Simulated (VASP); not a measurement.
Here is a VASP 6.6.1 calculation.

Contents of INCAR:

```
SYSTEM = GaN
  PREC = Accurate
  ENCUT = 520
  EDIFF = 1E-7
  ISMEAR = -1
  SIGMA = 0.02
  LREAL = .FALSE.
  LASPH = .TRUE.
  NELM = 80
  ALGO = Normal
  ISIF = 2
  LWAVE = .FALSE.
  LCHARG = .FALSE.
  GGA = PE
  IBRION = 2
  NSW = 80
  EDIFFG = -0.02
```

File KPOINTS:

```
regular mesh
0
G
  13 13 13
  0 0 0
```

POSCAR

```
GaN
1.0
    0.0000000000      1.9925000000      1.9925000000
    1.9925000000      0.0000000000      1.9925000000
    1.9925000000      1.9925000000      0.0000000000
Ga N
1 1
Direct
    0.5000000000      0.5000000000      0.5000000000
    0.0000000000      0.0000000000      0.0000000000
```

Potentials or basis: VASP PAW PBE potentials, release 64 (Ga_d, N).

The run is started by

```sh
$ cat potpaw_PBE.64/Ga_d/POTCAR potpaw_PBE.64/N/POTCAR > POTCAR
$ mpirun -np 1 vasp_std > vasp.out
```

Predict the band gap on the k mesh.

1.91 eV (least direct gap 5.21 eV).

Final structure:
```
CELL_PARAMETERS angstrom
0.00000 1.99250 1.99250
1.99250 0.00000 1.99250
1.99250 1.99250 0.00000
ATOMIC_POSITIONS crystal
Ga 0.50000 0.50000 0.50000
N 0.00000 0.00000 0.00000
```

Caveat: the relaxation stopped at its first step, so nothing moved; an odd mesh through Γ misses points on the zone boundary, where band edges can lie.
